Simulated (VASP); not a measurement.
# WC (P-6m2) in VASP: a series of runs

WC is run at these levels: PBEsol; tasks: single point, relaxation of cell and atoms.

Program: VASP 6.6.1. These are calculated values, not measurements. Logs are shortened: lines on timing, memory, paths and dates and some standing lists are left out, and cuts for length are marked.

### Step 1. The cell of the first run

Symmetry: P-6m2, No. 187, hexagonal system. The conventional cell has a = 2.899 Å, b = 2.899 Å, c = 2.827 Å, α = 90.00°, β = 90.00°, γ = 120.00°. Within 2.9 Å of W (site symmetry -6m2) lie 6 C at 2.19 Å and 8 W at 2.83 to 2.90 Å. Within 2.9 Å of C (site symmetry -6m2) lie 6 W at 2.19 Å and 8 C at 2.83 to 2.90 Å.

### Step 2. Single point, PBEsol

Contents of INCAR:

```
SYSTEM = WC
ALGO     = Normal         ! electronic algorithm
EDIFF    = 1E-6           ! SCF threshold, eV
ENCUT    = 520            ! plane-wave cutoff, eV
GGA      = PS             ! functional
ISIF     = 2              ! what is computed and relaxed
ISMEAR   = -1             ! smearing method
LASPH    = .TRUE.         ! aspherical terms in the spheres
LCHARG   = .TRUE.         ! write CHGCAR
LELF     = .TRUE.         ! ELF
LREAL    = .FALSE.        ! projectors in reciprocal space
LVHAR    = .TRUE.       
LWAVE    = .FALSE.        ! write WAVECAR
NBANDS   = 16             ! bands
NELM     = 80             ! most SCF steps
PREC     = Accurate       ! precision mode
SIGMA    = 0.1            ! smearing width, eV
```

Contents of KPOINTS:

```
k-points
0
G
  18 18 16
  0 0 0
```

Contents of POSCAR:

```
WC
1.0
    2.8990065855      0.0000000000      0.0000000000
   -1.4495032928      2.5106133488      0.0000000000
    0.0000000000      0.0000000000      2.8270398714
W C
1 1
Direct
    0.0000000000      0.0000000000      0.0000000000
    0.6666666667      0.3333333333      0.5000000000
```

Potentials or basis: VASP PAW PBE potentials, release 64 (W_sv, C).

Launch:

```console
$ cat potpaw_PBE.64/W_sv/POTCAR potpaw_PBE.64/C/POTCAR > POTCAR
$ mpirun -np 1 vasp_std > vasp.out
```

OUTCAR:

```text
SYSTEM = WC
   EDIFF = 1E-6
   ENCUT = 520
   GGA = PS
   ISIF = 2
   ISMEAR = -1
   LASPH = .TRUE.
   LREAL = .FALSE.
   NELM = 80
   PREC = Accurate

 ion  position               nearest neighbor table
   1  0.000  0.000  0.000-   2 2.19   2 2.19   2 2.19   2 2.19   2 2.19   2 2.19
   2  0.667  0.333  0.500-   1 2.19   1 2.19   1 2.19   1 2.19   1 2.19   1 2.19

  LATTYP: Found a hexagonal cell.
 ALAT       =     2.8990065855
 C/A-ratio  =     0.9751753879

  Lattice vectors:

 A1 = (   2.8990065855,   0.0000000000,   0.0000000000)
 A2 = (  -1.4495032928,   2.5106133488,   0.0000000000)
 A3 = (   0.0000000000,   0.0000000000,   2.8270398714)

Analysis of symmetry for initial positions (statically):
=====================================================================
 Subroutine PRICEL returns:
 Original cell was already a primitive cell.

 Routine SETGRP: Setting up the symmetry group for a
 hexagonal supercell.

 Subroutine GETGRP returns: Found 12 space group operations
 (whereof 12 operations were pure point group operations)
 out of a pool of 24 trial point group operations.

The static configuration has the point symmetry D_3h.

Analysis of symmetry for dynamics (positions and initial velocities):
=====================================================================
 Subroutine PRICEL returns:
 Original cell was already a primitive cell.

 Routine SETGRP: Setting up the symmetry group for a
 hexagonal supercell.

 Subroutine GETGRP returns: Found 12 space group operations
 (whereof 12 operations were pure point group operations)
 out of a pool of 24 trial point group operations.

The dynamic configuration has the point symmetry D_3h.

 Subroutine INISYM returns: Found 12 space group operations
 (whereof 12 operations are pure point group operations),
 and found     1 'primitive' translations

----------------------------------------------------------------------------------------

                                     Primitive cell

  volume of cell :      20.5760

  direct lattice vectors                    reciprocal lattice vectors
     2.899006586  0.000000000  0.000000000     0.344945750  0.199154521  0.000000000
    -1.449503293  2.510613349  0.000000000     0.000000000  0.398309043  0.000000000
     0.000000000  0.000000000  2.827039871     0.000000000  0.000000000  0.353726882

  length of vectors
     2.899006586  2.899006586  2.827039871     0.398309043  0.398309043  0.353726882

[... 79 lines left out ...]
   NELM   =     80;   NELMIN=  2; NELMDL= -5     # of ELM steps
   EDIFF  = 0.1E-05   stopping-criterion for ELM
   LREAL  =      F    real-space projection
   EDIFFG = 0.1E-04   stopping-criterion for IOM
   NSW    =      0    number of steps for IOM
   IBRION =     -1    ionic relax: 0-MD 1-quasi-New 2-CG
   NFREE  =      0    steps in history (QN), initial steepest desc. (CG)
   ISIF   =      2    stress and relaxation
   ISYM   =      2    0-nonsym 1-usesym 2-fastsym
   POTIM  = 0.5000    time-step for ionic-motion
   TEBEG  =    0.0;   TEEND  =   0.0 temperature during run
   PSTRESS=    0.0 pullay stress
   NELECT =      18.0000    total number of electrons
   NUPDOWN=      -1.0000    fix difference up-down
   EMIN   =  10.00;   EMAX   =-10.00  energy-range for DOS
   EFERMI =   0.00;   METHOD = LEGACY
   ISMEAR =    -1;   SIGMA  =   0.10  broadening in eV -4-tet -1-fermi 0-gaus
   EFERMI_NEDOS =   21; number of points for ismear=-14 and -15
   IALGO  =     38    algorithm
   IMIX   =      4    mixing-type and parameters
     AMIX     =   0.40;   BMIX     =  1.00
     AMIX_MAG =   1.60;   BMIX_MAG =  1.00
  volume/ion in A,a.u.               =      10.29        69.43
  Fermi-wavevector in a.u.,A,eV,Ry     =   1.565712  2.958768 33.354077  2.451456
  Thomas-Fermi vector in A             =   2.668148
   LORBIT       =      0    0 simple, 1 ext, 2 COOP (PROOUT), +10 PAW based schemes
   GGA     = PS    functional components
   LHFCALC =     F    Hartree Fock is set to
   AEXX    =    0.0000 exact exchange contribution
   IVDW    =     0    specifies the selected vdW correction
   LEPSILON=     F    determine dielectric tensor
   LRPA    =     F    only Hartree local field effects (RPA)
 non-spin polarized calculation
  energy-cutoff  :      520.00
  volume of cell :       20.58
 maximum number of plane-waves:       580
 NGX is ok and might be reduce to    24
   NGX = 11   NGY = 11   NGZ = 11

 number of electron      18.0000001 magnetization

 Free energy of the ion-electron system (eV)
  ---------------------------------------------------
  ext. energy  EPLUGINS =         0.00000000
  ---------------------------------------------------
  free energy    TOTEN  =       -23.90451877 eV

  energy without entropy =      -23.89432906  energy(sigma->0) =      -23.89942391

 E-fermi :  11.0673     XC(G=0): -13.9749

 val. band max:       11.0607510972   @ k =   0.3333   0.3333   0.0625
 cond. band min:      11.0745029506   @ k =   0.4444   0.0000   0.5000
 fundamental gap:      0.0137518533
 Fermi energy:        11.0673235269

 k-point     1 :       0.0000    0.0000    0.0000
  band No.  band energies     occupation
      1     -62.8605      2.00000
      2     -26.8465      2.00000
      3     -26.7418      2.00000
      4     -26.7418      2.00000
      5      -3.4400      2.00000
      6       6.6762      2.00000
[... 433 lines left out ...]
      3     -26.9963      2.00000
      4     -26.7307      2.00000
      5      -0.0044      2.00000
      6       4.1322      2.00000
[... 8 lines left out ...]
     15      24.9283      0.00000
     16      28.6496      0.00000

 [... further k-points ...]

------------------------ aborting loop because EDIFF is reached ----------------------------------------

  FORCE on cell =-STRESS in cart. coord.  units (eV):
  Direction    XX          YY          ZZ          XY          YZ          ZX
  --------------------------------------------------------------------------------------
  -------------------------------------------------------------------------------------
  Total        0.1471432      0.1471432      0.1909154     -0.0000000      0.0000000     -0.0000000
  in kB       11.4574961     11.4574961     14.8658747     -0.0000000      0.0000000     -0.0000000
  external PRESSURE =      12.5936223 kB  Pullay stress =       0.0000000 kB

 VOLUME and BASIS-vectors are now :
 -----------------------------------------------------------------------------
  energy-cutoff  :      520.00
  volume of cell :       20.58
      direct lattice vectors                 reciprocal lattice vectors
     2.899006586  0.000000000  0.000000000     0.344945750  0.199154521  0.000000000
    -1.449503293  2.510613349  0.000000000     0.000000000  0.398309043  0.000000000
     0.000000000  0.000000000  2.827039871     0.000000000  0.000000000  0.353726882

 POSITION                                       TOTAL-FORCE (eV/Angst)
 -----------------------------------------------------------------------------------
      0.00000      0.00000      0.00000        -0.000000      0.000000      0.000000
      1.44950      0.83687      1.41352         0.000000      0.000000      0.000000
 -----------------------------------------------------------------------------------
    total drift:                                0.000000     -0.000000      0.000000

  FREE ENERGIE OF THE ION-ELECTRON SYSTEM (eV)
  ---------------------------------------------------
  free  energy   TOTEN  =       -23.9045187679 eV

  energy  without entropy=      -23.8943290604  energy(sigma->0) =      -23.89942391
```

It took 66 s on 1 thread of Intel Xeon 8259CL, shared host; peak memory 0.23 GiB.

What came out:

| Item | Value |
| --- | --- |
| Free energy | -23.9045 eV |
| Pressure | 1.3 GPa |
| Band gap on the k mesh | zero (bands 9 and 10 overlap by 1.24 eV) |

Stress tensor (GPa, compression positive):
```
1.15 0.00 0.00
0.00 1.15 0.00
0.00 0.00 1.49
```

Levels at points of the mesh, in eV from the Fermi level:
```
           k point  band 5  band 6  band 7  band 8  band 9  band 10  band 11  band 12  band 13  band 14
(0.00, 0.00, 0.00)  -14.51   -4.39   -3.38   -3.38    0.11     3.26     3.26     5.69     5.69     6.45
(0.50, 0.00, 0.00)  -11.11   -7.09   -3.66   -3.64   -0.46     2.35     4.57     4.94     6.91     9.74
(0.00, 0.00, 0.50)  -10.38   -8.74   -2.05   -2.05   -0.62    -0.62     3.73     4.53     4.53    10.01
(0.50, 0.00, 0.50)  -11.32   -6.53   -4.38   -4.21    0.30     4.48     5.38     6.73     9.30    10.22
```

Caveat: the PAW data sets were made with another functional, which shifts forces and pressure a little; spin-orbit coupling is left out, which moves the levels of the heavy elements.

### Step 3. Relaxation of cell and atoms, PBEsol

This run uses another cell than the first one, of 10.38 Å³/atom.

Contents of INCAR:

```
SYSTEM = WC
PREC = Accurate
ENCUT = 600
EDIFF = 1E-6
ISMEAR = -1
SIGMA = 0.1
LREAL = .FALSE.
LASPH = .TRUE.
NELM = 100
ALGO = Normal
ISIF = 3
LWAVE = .FALSE.
LCHARG = .FALSE.
GGA = PS
IBRION = 2
NSW = 100
EDIFFG = -0.002
```

Contents of KPOINTS:

```
regular mesh
0
G
  18 18 16
  0 0 0
```

Contents of POSCAR:

```
WC
1.0
    2.9065000000      0.0000000000      0.0000000000
   -1.4532500000      2.5171028361      0.0000000000
    0.0000000000      0.0000000000      2.8366000000
W C
1 1
Direct
    0.0000000000      0.0000000000      0.0000000000
    0.6666666667      0.3333333333      0.5000000000
```

Potentials or basis: VASP PAW PBE potentials, release 64 (W_sv, C).

Launch:

```console
$ cat potpaw_PBE.64/W_sv/POTCAR potpaw_PBE.64/C/POTCAR > POTCAR
$ mpirun -np 1 vasp_std > vasp.out
```

OUTCAR:

```text
SYSTEM = WC
   PREC = Accurate
   ENCUT = 600
   EDIFF = 1E-6
   ISMEAR = -1
   LREAL = .FALSE.
   LASPH = .TRUE.
   NELM = 100
   ISIF = 3
   GGA = PS
   IBRION = 2
   NSW = 100
   EDIFFG = -0.002

 ion  position               nearest neighbor table
   1  0.000  0.000  0.000-   2 2.20   2 2.20   2 2.20   2 2.20   2 2.20   2 2.20
   2  0.667  0.333  0.500-   1 2.20   1 2.20   1 2.20   1 2.20   1 2.20   1 2.20

  LATTYP: Found a hexagonal cell.
 ALAT       =     2.9065000000
 C/A-ratio  =     0.9759504559

  Lattice vectors:

 A1 = (   2.9065000000,   0.0000000000,   0.0000000000)
 A2 = (  -1.4532500000,   2.5171028361,   0.0000000000)
 A3 = (   0.0000000000,   0.0000000000,   2.8366000000)

Analysis of symmetry for initial positions (statically):
=====================================================================
 Subroutine PRICEL returns:
 Original cell was already a primitive cell.

 Routine SETGRP: Setting up the symmetry group for a
 hexagonal supercell.

 Subroutine GETGRP returns: Found 12 space group operations
 (whereof 12 operations were pure point group operations)
 out of a pool of 24 trial point group operations.

The static configuration has the point symmetry D_3h.

Analysis of symmetry for dynamics (positions and initial velocities):
=====================================================================
 Subroutine PRICEL returns:
 Original cell was already a primitive cell.

[... 342 lines left out ...]
  ext. energy  EPLUGINS =         0.00000000
  ---------------------------------------------------
  free energy    TOTEN  =       -23.90562151 eV

  energy without entropy =      -23.89542125  energy(sigma->0) =      -23.90052138

 E-fermi :  11.0249     XC(G=0): -13.9588

 val. band max:       11.0199302106   @ k =   0.3333   0.3333   0.0625
 cond. band min:      11.0275051300   @ k =   0.4444   0.0000   0.5000
 fundamental gap:      0.0075749194
 Fermi energy:        11.0248561155

 k-point     1 :       0.0000    0.0000    0.0000
  band No.  band energies     occupation
      1     -62.9089      2.00000
      2     -26.8953      2.00000
      3     -26.7909      2.00000
      4     -26.7909      2.00000
      5      -3.4595      2.00000
      6       6.6508      2.00000
      7       7.6552      2.00000
      8       7.6552      2.00000
      9      11.1360      0.49530
     10      14.2666      0.00000
     11      14.2666      0.00000
     12      16.7010      0.00000
     13      16.7010      0.00000
[... 354 lines left out ...]
  band No.  band energies     occupation
      1     -62.8488      2.00000
      2     -27.5735      2.00000
      3     -27.0429      2.00000
      4     -26.7807      2.00000
      5      -0.0339      2.00000
      6       4.1048      2.00000
      7       7.3651      2.00000
      8       7.4865      2.00000
      9      10.5298      1.98594
     10      12.8399      0.00000
     11      14.6054      0.00000
     12      15.8696      0.00000
     13      18.6014      0.00000

 [... further k-points ...]

------------------------ aborting loop because EDIFF is reached ----------------------------------------

  FORCE on cell =-STRESS in cart. coord.  units (eV):
  Direction    XX          YY          ZZ          XY          YZ          ZX
  --------------------------------------------------------------------------------------
  -------------------------------------------------------------------------------------
  Total       -0.0022535     -0.0022535     -0.0021034      0.0000000      0.0000000      0.0000000
  in kB       -0.1749663     -0.1749663     -0.1633134      0.0000000      0.0000000      0.0000000
  external PRESSURE =      -0.1710820 kB  Pullay stress =       0.0000000 kB
[... 17 lines left out ...]
  FREE ENERGIE OF THE ION-ELECTRON SYSTEM (eV)
  ---------------------------------------------------
  free  energy   TOTEN  =       -23.9056215081 eV

  energy  without entropy=      -23.8954212468  energy(sigma->0) =      -23.90052138

 reached required accuracy - stopping structural energy minimisation
```

OSZICAR:

```text
N       E                     dE             d eps       ncg     rms          rms(c)
DAV:   1     0.119401789538E+03    0.11940E+03   -0.10651E+04  8658   0.171E+03
DAV:   2    -0.223760215738E+02   -0.14178E+03   -0.13807E+03  9833   0.408E+02
DAV:   3    -0.267669406721E+02   -0.43909E+01   -0.43512E+01 10741   0.646E+01
[... 79 lines left out ...]
DAV:   1    -0.239056217546E+02    0.92310E-07   -0.50333E-06  8683   0.335E-02    0.579E-03
DAV:   2    -0.239056214822E+02    0.27233E-06   -0.62386E-07  4344   0.105E-02
  15 F= -.23905621E+02 E0= -.23900521E+02  d E =-.153933E-06
       N       E                     dE             d eps       ncg     rms          rms(c)
DAV:   1    -0.239056215150E+02    0.23961E-06   -0.21937E-07  4344   0.708E-03    0.115E-03
DAV:   2    -0.239056215081E+02    0.68271E-08   -0.54236E-08  4344   0.314E-03
  16 F= -.23905622E+02 E0= -.23900521E+02  d E =-.179827E-06
```

It took 4.7 min on 1 thread of Intel Xeon 8259CL, shared host; peak memory 0.25 GiB.

Results:

```yaml
Free_energy: -23.9056 eV
Relaxed_volume: 10.32 Å³/atom
Relaxed_cell: a = 2.902 Å, b = 2.902 Å, c = 2.830 Å, α = 90.00°, β = 90.00°, γ = 120.00°
Space_group_after_relaxing_to_0.1_Å: P-6m2 (No. 187)
Energy_gained_by_relaxing: 0.4 meV/atom
Ionic_steps: 16
Pressure_after_relaxing: 0.0 GPa
Band_gap_on_the_k_mesh: zero (bands 9 and 10 overlap by 1.23 eV)
```

Step by step:
```
step  energy change (eV)  largest force (eV/Å)  pressure (GPa)  volume (Å³)
   1              0.0000                0.0000           -2.31        20.75
   2              0.0064                0.0000            6.95        20.31
   3             -0.0009                0.0000           -0.02        20.64
   4             -0.0009                0.0000            0.00        20.63
   5             -0.0009                0.0000            0.05        20.63
   6             -0.0009                0.0000            0.05        20.63
   7             -0.0009                0.0000            0.04        20.63
   8             -0.0009                0.0000            0.04        20.63
   9             -0.0009                0.0000            0.04        20.63
  10             -0.0009                0.0000            0.04        20.63
  11             -0.0009                0.0000            0.04        20.63
  12             -0.0009                0.0000            0.03        20.64
  13             -0.0009                0.0000           -0.09        20.64
  14             -0.0009                0.0000           -0.08        20.64
  15             -0.0009                0.0000           -0.04        20.64
  16             -0.0009                0.0000           -0.02        20.64
```

Final structure:
```
W C
1.0
     2.90162    0.00000    0.00000
    -1.45081    2.51288    0.00000
     0.00000    0.00000    2.83013
W C
1 1
Direct
  0.00000 0.00000 0.00000
  0.66667 0.33333 0.50000
```

Caveat: the PAW data sets were made with another functional, which shifts forces and pressure a little; spin-orbit coupling is left out, which moves the levels of the heavy elements.
